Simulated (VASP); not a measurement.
# Ag (P6_3/mmc) in VASP: further runs, part 2 of 2

VASP 6.6.1. The steps go on from the part before.

## Step 4: Single point, PBEsol

This run uses another cell than the first one, of 16.70 Å³/atom.

INCAR

```
PREC     = Accurate       # precision mode
ENCUT    = 520            # plane-wave cutoff, eV
EDIFF    = 1E-6           # SCF threshold, eV
ISMEAR   = 0              # smearing method
SIGMA    = 0.1            # smearing width, eV
LREAL    = F              # projectors in reciprocal space
LASPH    = T              # aspherical terms in the spheres
NELM     = 80             # most SCF steps
ALGO     = Fast           # electronic algorithm
ISIF     = 2              # what is computed and relaxed
LWAVE    = F              # write WAVECAR
LCHARG   = F              # write CHGCAR
GGA      = PS             # functional
NBANDS   = 18             # bands
```

KPOINTS

```
Automatic mesh
0
Gamma
  24 24 12
```

POSCAR

```
Ag
1.0
    2.8669917784      0.0000000000      0.0000000000
   -1.4334958892      2.4828877125      0.0000000000
    0.0000000000      0.0000000000      4.6908332437
Ag
2
Direct
    0.3333333333      0.6666666667      0.2500000000
    0.6666666667      0.3333333333      0.7500000000
```

Potentials or basis: VASP PAW PBE potentials, release 64 (Ag).

Launch:

```sh
$ cat potpaw_PBE.64/Ag/POTCAR > POTCAR
$ mpirun -np 1 vasp_std > vasp.out
```

OUTCAR:

```text
PREC = Accurate
   ENCUT = 520
   EDIFF = 1E-6
   ISMEAR = 0
   LREAL = F
   LASPH = T
   NELM = 80
   ISIF = 2
   GGA = PS

 ion  position               nearest neighbor table
   1  0.333  0.667  0.250-   2 2.87   2 2.87   2 2.87   2 2.87   2 2.87   2 2.87
   2  0.667  0.333  0.750-   1 2.87   1 2.87   1 2.87   1 2.87   1 2.87   1 2.87

  LATTYP: Found a hexagonal cell.
 ALAT       =     2.8669917784
 C/A-ratio  =     1.6361516203

  Lattice vectors:

 A1 = (   2.8669917784,   0.0000000000,   0.0000000000)
 A2 = (  -1.4334958892,   2.4828877125,   0.0000000000)
 A3 = (   0.0000000000,   0.0000000000,   4.6908332437)

Analysis of symmetry for initial positions (statically):
=====================================================================
 Subroutine PRICEL returns:
 Original cell was already a primitive cell.

 Routine SETGRP: Setting up the symmetry group for a
 hexagonal supercell.

 Subroutine GETGRP returns: Found 24 space group operations
 (whereof 12 operations were pure point group operations)
 out of a pool of 24 trial point group operations.

[... 157 lines left out ...]

 Free energy of the ion-electron system (eV)
  ---------------------------------------------------
  ext. energy  EPLUGINS =         0.00000000
  ---------------------------------------------------
  free energy    TOTEN  =        -6.60951517 eV

  energy without entropy =       -6.60665706  energy(sigma->0) =       -6.60808612

 E-fermi :   8.5514     XC(G=0): -12.5372

 val. band max:        8.5216863132   @ k =   0.2917   0.0417   0.3333
 cond. band min:       8.5679388016   @ k =   0.0833   0.0417   0.0833
 fundamental gap:      0.0462524884
 Fermi energy:         8.5513983130

 k-point     1 :       0.0000    0.0000    0.0000
  band No.  band energies     occupation
      1       0.5392      2.00000
      2       1.9965      2.00000
      3       3.6656      2.00000
      4       3.7702      2.00000
      5       3.7702      2.00000
      6       4.0194      2.00000
[... 481 lines left out ...]
      5       4.0029      2.00000
      6       4.2167      2.00000
[... 10 lines left out ...]
     17      19.1576      0.00000
     18      24.3193      0.00000

 [... further k-points ...]
[... 5 lines left out ...]
  --------------------------------------------------------------------------------------
  -------------------------------------------------------------------------------------
  Total       -0.1088352     -0.1088352     -0.0232255      0.0000000      0.0000000      0.0000000
  in kB       -5.2221145     -5.2221145     -1.1144029      0.0000000      0.0000000      0.0000000
  external PRESSURE =      -3.8528773 kB  Pullay stress =       0.0000000 kB

 VOLUME and BASIS-vectors are now :
 -----------------------------------------------------------------------------
  energy-cutoff  :      520.00
  volume of cell :       33.39
      direct lattice vectors                 reciprocal lattice vectors
     2.866991778  0.000000000  0.000000000     0.348797652  0.201378418  0.000000000
    -1.433495889  2.482887713  0.000000000     0.000000000  0.402756836  0.000000000
     0.000000000  0.000000000  4.690833244     0.000000000  0.000000000  0.213181742

 POSITION                                       TOTAL-FORCE (eV/Angst)
 -----------------------------------------------------------------------------------
     -0.00000      1.65526      1.17271        -0.000000     -0.000000      0.000000
      1.43350      0.82763      3.51812         0.000000      0.000000      0.000000
 -----------------------------------------------------------------------------------
    total drift:                                0.000000     -0.000000      0.000000

  FREE ENERGIE OF THE ION-ELECTRON SYSTEM (eV)
  ---------------------------------------------------
  free  energy   TOTEN  =        -6.6095151724 eV

  energy  without entropy=       -6.6066570636  energy(sigma->0) =       -6.60808612
```

Run time: 2.1 min. Hardware: 1 thread of AMD EPYC 9R45 (Zen 5), shared host; peak memory 0.29 GiB.

Results:

```
Free energy            : -6.6095 eV
Pressure               : -0.4 GPa
Band gap on the k mesh : zero (bands 11 and 12 overlap by 7.52 eV)
```

Stress tensor (GPa, compression positive):
```
-0.52  0.00  0.00
 0.00 -0.52  0.00
 0.00  0.00 -0.11
```

Levels at points of the mesh, in eV from the Fermi level:
| k point | band 9 | band 10 | band 11 | band 12 | band 13 | band 14 |
| --- | --- | --- | --- | --- | --- | --- |
| (0.00, 0.00, 0.00) | -4.15 | -3.10 | -3.10 | -0.56 | 3.64 | 15.66 |
| (0.50, 0.00, 0.00) | -2.90 | -2.81 | 0.05 | 1.56 | 6.91 | 7.17 |
| (0.00, 0.00, 0.50) | -3.43 | -3.43 | -3.43 | -3.43 | 11.21 | 11.21 |
| (0.50, 0.00, 0.50) | -2.87 | -2.87 | 0.66 | 0.66 | 4.67 | 4.67 |

Caveat: the PAW data sets were made with another functional, which shifts forces and pressure a little.

## Step 5: Relaxation of cell and atoms, PBEsol

This run uses another cell than the first one, of 17.39 Å³/atom.

INCAR

```
PREC     = Accurate       # precision mode
ENCUT    = 600            # plane-wave cutoff, eV
EDIFF    = 1E-6           # SCF threshold, eV
ISMEAR   = 0              # smearing method
SIGMA    = 0.1            # smearing width, eV
LREAL    = F              # projectors in reciprocal space
LASPH    = T              # aspherical terms in the spheres
NELM     = 100            # most SCF steps
ALGO     = Fast           # electronic algorithm
ISIF     = 3              # what is computed and relaxed
LWAVE    = F              # write WAVECAR
LCHARG   = F              # write CHGCAR
GGA      = PS             # functional
IBRION   = 2              # ionic algorithm
NSW      = 100            # ionic steps
EDIFFG   = -0.005         # ionic threshold
```

KPOINTS

```
Automatic mesh
0
Gamma
  18 18 10
```

POSCAR

```
Ag
1.0
    2.9222991408      0.0000000000      0.0000000000
   -1.4611495704      2.5307852934      0.0000000000
    0.0000000000      0.0000000000      4.7016618100
Ag
2
Direct
    0.3333333300      0.6666666700      0.2500000000
    0.6666666700      0.3333333300      0.7500000000
```

Launch:

```sh
$ cat potpaw_PBE.64/Ag/POTCAR > POTCAR
$ mpirun -np 1 vasp_std > vasp.out
```

Run time: 6.3 min. Hardware: 1 thread of Intel Xeon Platinum 8259CL at 2.50GHz (Skylake/Cascade Lake), shared host; peak memory 0.27 GiB.

Results (log left out):

* Free energy: -6.6064 eV
* Relaxed volume: 16.67 Å³/atom
* Relaxed cell: a = 2.866 Å, b = 2.866 Å, c = 4.687 Å, α = 90.00°, β = 90.00°, γ = 120.00°
* Space group after relaxing (to 0.1 Å): P6_3/mmc (No. 194)
* Energy gained by relaxing: 11.2 meV/atom
* Ionic steps: 10
* Pressure after relaxing: 0.0 GPa
* Band gap on the k mesh: zero (bands 11 and 12 overlap by 7.53 eV)

The path:
| step | energy change (eV) | largest force (eV/Å) | pressure (GPa) | volume (Å³) |
| --- | --- | --- | --- | --- |
| 1 | 0.0000 | 0.0000 | -4.37 | 34.77 |
| 2 | -0.0123 | 0.0000 | 3.05 | 32.44 |
| 3 | -0.0213 | 0.0000 | 0.30 | 33.33 |
| 4 | -0.0212 | 0.0000 | -0.17 | 33.39 |
| 5 | -0.0213 | 0.0000 | -0.12 | 33.36 |
| 6 | -0.0221 | 0.0000 | -0.07 | 33.36 |
| 7 | -0.0224 | 0.0000 | -0.08 | 33.36 |
| 8 | -0.0224 | 0.0000 | -0.08 | 33.36 |
| 9 | -0.0224 | 0.0000 | 0.08 | 33.31 |
| 10 | -0.0224 | 0.0000 | 0.00 | 33.34 |

Final structure:
```
Ag
1.0
     2.86564    0.00000    0.00000
    -1.43282    2.48171    0.00000
     0.00000    0.00000    4.68744
Ag
2
Direct
  0.33333 0.66667 0.25000
  0.66667 0.33333 0.75000
```

Levels at points of the mesh, in eV from the Fermi level:
```tsv
k point	band 7	band 8	band 9	band 10	band 11	band 12	band 13	band 14	band 15
(0.00, 0.00, 0.00)	-4.46	-4.09	-4.09	-3.03	-3.03	-0.49	3.73	15.73	17.65
(0.50, 0.00, 0.00)	-3.82	-2.89	-2.83	-2.74	0.12	1.64	6.99	7.25	9.60
(0.00, 0.00, 0.50)	-4.60	-4.60	-3.36	-3.36	-3.36	-3.36	11.30	11.30	16.11
(0.50, 0.00, 0.50)	-3.09	-3.09	-2.80	-2.80	0.73	0.73	4.75	4.75	13.81
```

Caveat: the PAW data sets were made with another functional, which shifts forces and pressure a little.

## Step 6: Summary

| task | cell | k mesh | cutoff (eV) | gap on the mesh (eV) | pressure (GPa) |
| --- | --- | --- | --- | --- | --- |
| single point | a = 2.838, b = 2.838, c = 4.719 Å, angles 90.0, 90.0, 120.0°, 2 atoms | 24 × 24 × 12 | 520 | none | 1.4 |
| single point | a = 2.838, b = 2.838, c = 4.733 Å, angles 90.0, 90.0, 120.0°, 2 atoms | 24 × 24 × 12 | 520 | none | 1.0 |
| single point | a = 2.867, b = 2.867, c = 4.691 Å, angles 90.0, 90.0, 120.0°, 2 atoms | 24 × 24 × 12 | 520 | none | -0.4 |
| relaxation of cell and atoms | relaxed from a = 2.922, b = 2.922, c = 4.702 Å, angles 90.0, 90.0, 120.0°, 2 atoms | 18 × 18 × 10 | 600 | none | 0.0 |

Alike in all rows: level PBEsol; potentials or basis VASP PAW PBE potentials, release 64 (Ag); no spin polarisation; smearing gaussian 0.1 eV.

Caveats: the PAW data sets were made with another functional, which shifts forces and pressure a little.

Total energies depend on the potentials used, so only differences within one code and one set of settings carry meaning.

The gap in the log of VASP goes by the Fermi energy; the results here count the filled bands.